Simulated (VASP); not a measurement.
# C in VASP: a series of runs

The runs below take C through single point, with PBE+D3(BJ).

Everything below comes from runs of VASP 6.6.1. Logs are shortened: lines on timing, memory, paths and dates and some standing lists are left out, and cuts for length are marked.

## Step 1: The cell of the first run

The cell holds a slab with vacuum, 4 atoms: a = 2.466 Å, b = 2.466 Å, c = 17.500 Å, α = 90.00°, β = 90.00°, γ = 120.00°.

## Step 2: Single point, PBE+D3(BJ)

Contents of INCAR:

```
SYSTEM = C
PREC     = Accurate       ! precision mode
ENCUT    = 520            ! plane-wave cutoff, eV
EDIFF    = 1E-6           ! SCF threshold, eV
ISMEAR   = 0              ! smearing method
SIGMA    = 0.1            ! smearing width, eV
LREAL    = .False.        ! projectors in reciprocal space
LASPH    = .True.         ! aspherical terms in the spheres
NELM     = 100            ! most SCF steps
ALGO     = Normal         ! electronic algorithm
ISIF     = 2              ! what is computed and relaxed
LWAVE    = .False.        ! write WAVECAR
LCHARG   = .False.        ! write CHGCAR
LDIPOL   = .True.       
IDIPOL   = 3            
DIPOL    = 0.5 0.5 0.386
GGA      = PE             ! functional
IVDW     = 12             ! dispersion correction
NBANDS   = 16             ! bands
```

Contents of KPOINTS:

```
Automatic mesh
0
Gamma
  15 15 1
  0 0 0
```

Contents of POSCAR:

```
C
1.0
    2.4656524409      0.0000000000      0.0000000000
   -1.2328262205      2.1353176508      0.0000000000
    0.0000000000      0.0000000000     17.5000663883
C
4
Direct
    0.6666666667      0.3333333333      0.2571437784
    0.3333333333      0.6666666667      0.2571418816
    0.8333333333      0.3333333333      0.5148589833
    0.5000000000      0.6666666667      0.5148570865
```

Potentials or basis: VASP PAW PBE potentials, release 64 (C).

The run is started by

```console
$ cat potpaw_PBE.64/C/POTCAR > POTCAR
$ mpirun -np 1 vasp_std > vasp.out
```

OUTCAR:

```text
SYSTEM = C
   PREC = Accurate
   ENCUT = 520
   EDIFF = 1E-6
   ISMEAR = 0
   LREAL = .False.
   LASPH = .True.
   NELM = 100
   ISIF = 2
   GGA = PE
   IVDW = 12
 IVDW          = 12

 ion  position               nearest neighbor table
   1  0.667  0.333  0.257-   2 1.42   2 1.42   2 1.42
   2  0.333  0.667  0.257-   1 1.42   1 1.42   1 1.42
   3  0.833  0.333  0.515-   4 1.42   4 1.42   4 1.42
   4  0.500  0.667  0.515-   3 1.42   3 1.42   3 1.42

  LATTYP: Found a hexagonal cell.
 ALAT       =     2.4656524409
 C/A-ratio  =     7.0975398227

  Lattice vectors:

 A1 = (   2.4656524409,   0.0000000000,   0.0000000000)
 A2 = (  -1.2328262205,   2.1353176508,   0.0000000000)
 A3 = (   0.0000000000,   0.0000000000,  17.5000663883)

Analysis of symmetry for initial positions (statically):
=====================================================================
 Subroutine PRICEL returns:
 Original cell was already a primitive cell.

 Routine SETGRP: Setting up the symmetry group for a
 hexagonal supercell.

 Subroutine GETGRP returns: Found  4 space group operations
 (whereof  2 operations were pure point group operations)
 out of a pool of 24 trial point group operations.

The static configuration has the point symmetry C_1h.
 The point group associated with its full space group is C_2h.

Analysis of symmetry for dynamics (positions and initial velocities):
=====================================================================
 Subroutine PRICEL returns:
 Original cell was already a primitive cell.

 Routine SETGRP: Setting up the symmetry group for a
 hexagonal supercell.

 Subroutine GETGRP returns: Found  4 space group operations
 (whereof  2 operations were pure point group operations)
 out of a pool of 24 trial point group operations.

The dynamic configuration has the point symmetry C_1h.
 The point group associated with its full space group is C_2h.

 Subroutine INISYM returns: Found  4 space group operations
 (whereof  2 operations are pure point group operations),
 and found     1 'primitive' translations

----------------------------------------------------------------------------------------

                                     Primitive cell

  volume of cell :      92.1370

  direct lattice vectors                    reciprocal lattice vectors
     2.465652441  0.000000000  0.000000000     0.405572166  0.234157199  0.000000000
    -1.232826221  2.135317651  0.000000000     0.000000000  0.468314398  0.000000000
     0.000000000  0.000000000 17.500066388     0.000000000  0.000000000  0.057142640

  length of vectors
     2.465652441  2.465652441 17.500066388     0.468314398  0.468314398  0.057142640

  position of ions in fractional coordinates (direct lattice)
     0.666666667  0.333333333  0.257143778
     0.333333333  0.666666667  0.257141882
     0.833333333  0.333333333  0.514858983
     0.500000000  0.666666667  0.514857087

  ion indices of the primitive-cell ions
   primitive index   ion index
                 1           1
                 2           2
                 3           3
                 4           4

----------------------------------------------------------------------------------------

 KPOINTS: Automatic mesh

Automatic generation of k-mesh.
 Grid dimensions read from file:
 generate k-points for:   15   15    1

 Generating k-lattice:

  Cartesian coordinates                     Fractional coordinates (reciprocal lattice)
     0.027038144  0.015610480  0.000000000     0.066666667  0.000000000  0.000000000
     0.000000000  0.031220960  0.000000000     0.000000000  0.066666667  0.000000000
     0.000000000  0.000000000  0.057142640     0.000000000  0.000000000  1.000000000

  Length of vectors
     0.031220960  0.031220960  0.057142640

  Shift w.r.t. Gamma in fractional coordinates (k-lattice)
     0.000000000  0.000000000  0.000000000

 Subroutine IBZKPT returns following result:
 ===========================================

 Found     64 irreducible k-points:

 Following reciprocal coordinates:
            Coordinates               Weight
  0.000000  0.000000  0.000000      1.000000
  0.066667  0.000000  0.000000      4.000000
  0.000000  0.066667  0.000000      2.000000
  0.133333 -0.000000  0.000000      4.000000
  0.000000  0.133333  0.000000      2.000000
  0.200000  0.000000  0.000000      4.000000
[... 16 lines left out ...]
 -0.266667  0.200000  0.000000      4.000000
  0.266667  0.066667  0.000000      4.000000
 [... further k-points ...]
   k-points           NKPTS =     64   k-points in BZ     NKDIM =     64   number of bands    NBANDS=     16
   number of dos      NEDOS =    301   number of ions     NIONS =      4
   total plane-waves  NPLWV =  45360
   dimension x,y,z NGX =    18 NGY =   18 NGZ =  140
   dimension x,y,z NGXF=    36 NGYF=   36 NGZF=  280
   ions per type =               4
   NGX,Y,Z   is equivalent  to a cutoff of  12.14, 12.14, 13.30 a.u.
   NGXF,Y,Z  is equivalent  to a cutoff of  24.27, 24.27, 26.60 a.u.
 SYSTEM =  C
   PREC   = accura    normal or accurate (medium, high low for compatibility)
   ISTART =      0    job   : 0-new  1-cont  2-samecut
   ICHARG =      2    charge: 1-file 2-atom 10-const
   ISPIN  =      1    spin polarized calculation?
   LNONCOLLINEAR =      F non collinear calculations
   LSORBIT =      F    spin-orbit coupling
   LASPH  =      T    aspherical Exc in radial PAW
   ENCUT  =  520.0 eV  38.22 Ry    6.18 a.u.   4.58  4.58 32.54*2*pi/ulx,y,z
   NELM   =    100;   NELMIN=  2; NELMDL= -5     # of ELM steps
   EDIFF  = 0.1E-05   stopping-criterion for ELM
   LREAL  =      F    real-space projection
   EDIFFG = 0.1E-04   stopping-criterion for IOM
   NSW    =      0    number of steps for IOM
   IBRION =     -1    ionic relax: 0-MD 1-quasi-New 2-CG
   NFREE  =      0    steps in history (QN), initial steepest desc. (CG)
   ISIF   =      2    stress and relaxation
   ISYM   =      2    0-nonsym 1-usesym 2-fastsym
   POTIM  = 0.5000    time-step for ionic-motion
   TEBEG  =    0.0;   TEEND  =   0.0 temperature during run
   PSTRESS=    0.0 pullay stress
   NELECT =      16.0000    total number of electrons
   NUPDOWN=      -1.0000    fix difference up-down
   EMIN   =  10.00;   EMAX   =-10.00  energy-range for DOS
   EFERMI =   0.00;   METHOD = LEGACY
   ISMEAR =     0;   SIGMA  =   0.10  broadening in eV -4-tet -1-fermi 0-gaus
   EFERMI_NEDOS =   21; number of points for ismear=-14 and -15
   IALGO  =     38    algorithm
   IMIX   =      4    mixing-type and parameters
     AMIX     =   0.40;   BMIX     =  1.00
     AMIX_MAG =   1.60;   BMIX_MAG =  1.00
  volume/ion in A,a.u.               =      23.03       155.44
  Fermi-wavevector in a.u.,A,eV,Ry     =   0.913349  1.725980 11.350070  0.834207
  Thomas-Fermi vector in A             =   2.037850
   LORBIT       =      0    0 simple, 1 ext, 2 COOP (PROOUT), +10 PAW based schemes
   GGA     = PE    functional components
   LHFCALC =     F    Hartree Fock is set to
   AEXX    =    0.0000 exact exchange contribution
   IVDW    =    12    specifies the selected vdW correction
   LEPSILON=     F    determine dielectric tensor
   LRPA    =     F    only Hartree local field effects (RPA)
 non-spin polarized calculation
 Gauss-broadening in eV      SIGMA  =   0.10
  energy-cutoff  :      520.00
  volume of cell :       92.14
 maximum number of plane-waves:      2516
   NGX =  9   NGY =  9   NGZ = 65

 dipolmoment           0.000000      0.000000      0.000001 electrons x Angstroem

 number of electron      15.9999997 magnetization

 dipolmoment           0.000000      0.000000     -0.000129 electrons x Angstroem

 Free energy of the ion-electron system (eV)
  ---------------------------------------------------
  ext. energy  EPLUGINS =         0.00000000
  ---------------------------------------------------
  free energy    TOTEN  =       -36.89996433 eV

  energy without entropy =      -36.89824919  energy(sigma->0) =      -36.89910676

 E-fermi :  -0.8111     XC(G=0):  -4.6069

 val. band max:       -0.8481568310   @ k =   0.3333   0.3333   0.0000
 cond. band min:      -0.7740702147   @ k =   0.3333   0.3333   0.0000
 fundamental gap:      0.0740866163
 Fermi energy:        -0.8110847618

 k-point     1 :       0.0000    0.0000    0.0000
  band No.  band energies     occupation
      1     -20.3415      2.00000
      2     -20.3312      2.00000
      3      -8.5125      2.00000
      4      -8.3490      2.00000
      5      -3.8576      2.00000
      6      -3.8576      2.00000
[... 8 lines left out ...]
     15       7.4963      0.00000
     16       7.4989      0.00000

 k-point     2 :       0.0667    0.0000    0.0000
  band No.  band energies     occupation
      1     -20.2364      2.00000
      2     -20.2262      2.00000
      3      -8.3866      2.00000
      4      -8.2240      2.00000
      5      -4.2820      2.00000
      6      -4.2797      2.00000
[... 8 lines left out ...]
     15       7.5497      0.00000
     16       7.9473      0.00000

 k-point     3 :       0.0000    0.0667    0.0000
  band No.  band energies     occupation
      1     -20.2364      2.00000
      2     -20.2262      2.00000
      3      -8.3866      2.00000
      4      -8.2240      2.00000
      5      -4.2820      2.00000
      6      -4.2797      2.00000
[... 8 lines left out ...]
     15       7.5497      0.00000
     16       7.9474      0.00000
[... 362 lines left out ...]
 k-point    23 :      -0.2667    0.2000    0.0000
  band No.  band energies     occupation
      1     -18.9852      2.00000
      2     -18.9760      2.00000
      3      -7.8343      2.00000
      4      -7.8312      2.00000
      5      -6.9047      2.00000
      6      -6.7546      2.00000
[... 8 lines left out ...]
     15       7.6287      0.00000
     16       7.7293      0.00000

 k-point    24 :       0.2667    0.0667    0.0000
  band No.  band energies     occupation
      1     -18.1627      2.00000
      2     -18.1542      2.00000
      3      -9.5507      2.00000
      4      -9.5471      2.00000
      5      -6.6622      2.00000
      6      -6.6598      2.00000
[... 8 lines left out ...]
     15       7.4912      0.00000
     16       7.8230      0.00000

 [... further k-points ...]

------------------------ aborting loop because EDIFF is reached ----------------------------------------

 vacuum level on the upper side and lower side of the slab       (xc-potential included)        -0.130        -0.126

 Edisp (eV)   -0.40132

 E8    (eV) :    -0.1190

  FORCE on cell =-STRESS in cart. coord.  units (eV):
  Direction    XX          YY          ZZ          XY          YZ          ZX
  --------------------------------------------------------------------------------------
  -------------------------------------------------------------------------------------
  Total       0.16441     0.16396    -0.20691    -0.00000     0.00000     0.00084
  in kB       2.85899     2.85119    -3.59804    -0.00000     0.00000     0.01459
  external pressure =        0.70 kB  Pullay stress =        0.00 kB

 VOLUME and BASIS-vectors are now :
 -----------------------------------------------------------------------------
  energy-cutoff  :      520.00
  volume of cell :       92.14
      direct lattice vectors                 reciprocal lattice vectors
     2.465652441  0.000000000  0.000000000     0.405572166  0.234157199  0.000000000
    -1.232826221  2.135317651  0.000000000     0.000000000  0.468314398  0.000000000
     0.000000000  0.000000000 17.500066388     0.000000000  0.000000000  0.057142640

 POSITION                                       TOTAL-FORCE (eV/Angst)
 -----------------------------------------------------------------------------------
      1.23283      0.71177      4.50003        -0.000108     -0.000012      0.020109
     -0.00000      1.42355      4.50000        -0.000108      0.000012      0.020109
      1.64377      0.71177      9.01007         0.000108     -0.000012     -0.020109
      0.41094      1.42355      9.01003         0.000108      0.000012     -0.020109
 -----------------------------------------------------------------------------------
    total drift:                                0.000003      0.000000     -0.029588

  FREE ENERGIE OF THE ION-ELECTRON SYSTEM (eV)
  ---------------------------------------------------
  free  energy   TOTEN  =       -37.3012841251 eV

  energy  without entropy=      -37.2995689855  energy(sigma->0) =      -37.30042656

 vacuum level on the upper side and lower side of the slab         3.334         3.338
```

It took 98 s on 1 thread of Intel Xeon 6975P-C, shared host; peak memory 0.24 GiB.

What came out:

```
Free energy                : -37.3013 eV
Largest force              : 0.020 eV/Å
Band gap on the k mesh     : 0.07 eV, direct
Dispersion energy per atom : -0.100 eV
```

Forces on the atoms (eV/Å):
```
C    0.000  0.000  0.020
C    0.000  0.000  0.020
C    0.000  0.000 -0.020
C    0.000  0.000 -0.020
```

Levels at points of the mesh, in eV from the valence-band top:
```csv
k point,band 4,band 5,band 6,band 7,band 8,band 9,band 10,band 11,band 12,band 13
"(0.00, 0.00, 0.00)",-7.50,-3.01,-3.01,-3.01,-3.01,3.17,3.81,4.39,5.72,6.89
```

## Step 3: Single point, PBE+D3(BJ)

Contents of INCAR:

```
SYSTEM = C
ALGO = Normal
DIPOL = 0.5 0.5 0.335
EDIFF = 1E-6
ENCUT = 520
GGA = PE
IDIPOL = 3
ISIF = 2
ISMEAR = 0
IVDW = 12
LASPH = .True.
LCHARG = .False.
LDIPOL = .True.
LREAL = .False.
LWAVE = .False.
NBANDS = 16
NELM = 80
PREC = Accurate
SIGMA = 0.1
```

Contents of KPOINTS:

```
k-points
0
Gamma
  15 15 1
  0 0 0
```

Edit POSCAR of step 2 so:

```diff
@@ -10,3 +10,3 @@
     0.3333333333      0.6666666667      0.2571418816
-    0.8333333333      0.3333333333      0.5148589833
-    0.5000000000      0.6666666667      0.5148570865
+    1.0000000000      0.3333333333      0.4120022306
+    0.6666666667      0.6666666667      0.4120003338
```

Potentials or basis: VASP PAW PBE potentials, release 64 (C).

The run is started by

```console
$ cat potpaw_PBE.64/C/POTCAR > POTCAR
$ mpirun -np 1 vasp_std > vasp.out
```

Run time: 48 s. Hardware: 1 thread of Intel Xeon 6975P-C (Granite Rapids), shared host; peak memory 0.23 GiB.

The run converged. Its results:

| Item | Value |
| --- | --- |
| Free energy | -37.1033 eV |
| Largest force | 0.510 eV/Å |
| Band gap on the k mesh | 0.46 eV, indirect (least direct gap 0.69 eV) |
| Dispersion energy per atom | -0.136 eV |

Forces in eV/Å, atoms in the order of the input:
```
C   -0.085  0.015 -0.503
C   -0.085 -0.015 -0.503
C    0.085  0.015  0.503
C    0.085 -0.015  0.503
```

Levels at points of the mesh, in eV from the valence-band top:
```
           k point  band 4  band 5  band 6  band 7  band 8  band 9  band 10  band 11  band 12  band 13
(0.00, 0.00, 0.00)   -6.15   -2.93   -2.93   -2.86   -2.86    3.78     4.17     5.07     6.64     7.68
```

## Step 4: Single point, PBE+D3(BJ)

Contents of INCAR:

```
PREC = Accurate ; ENCUT = 520
EDIFF = 1E-6 ; ISMEAR = 0
SIGMA = 0.1 ; LREAL = False
LASPH = True ; NELM = 100
ALGO = Normal ; ISIF = 2
LWAVE = False ; LCHARG = False
LDIPOL = True ; IDIPOL = 3
DIPOL = 0.5 0.5 0.349 ; GGA = PE
IVDW = 12 ; NBANDS = 16
```

Contents of KPOINTS:

```
Automatic mesh
0
Gamma
  15 15 1
```

Edit POSCAR of step 3 so:

```diff
@@ -10,3 +10,3 @@
     0.3333333333      0.6666666667      0.2571418816
-    1.0000000000      0.3333333333      0.4120022306
-    0.6666666667      0.6666666667      0.4120003338
+    1.0000000000      0.3333333333      0.4417164036
+    0.6666666667      0.6666666667      0.4417145068
```

The run is started by

```console
$ cat potpaw_PBE.64/C/POTCAR > POTCAR
$ mpirun -np 1 vasp_std > vasp.out
```

Wall time 55 s (1 thread of Intel Xeon 6975P-C (Granite Rapids), shared host); peak memory 0.23 GiB.

It converged, with:

```
Free energy                : -37.3369 eV
Largest force              : 0.057 eV/Å
Band gap on the k mesh     : 0.48 eV, direct
Dispersion energy per atom : -0.123 eV
```

Forces in eV/Å, atoms in the order of the input:
```
C   -0.016  0.002 -0.054
C   -0.016 -0.002 -0.054
C    0.016  0.002  0.054
C    0.016 -0.002  0.054
```

Levels at points of the mesh, in eV from the valence-band top:
```
           k point  band 5  band 6  band 7  band 8  band 9  band 10  band 11  band 12
(0.00, 0.00, 0.00)   -2.79   -2.79   -2.77   -2.77    3.70     4.14     5.07     6.77
```

(Continued in part 2 of 2.)
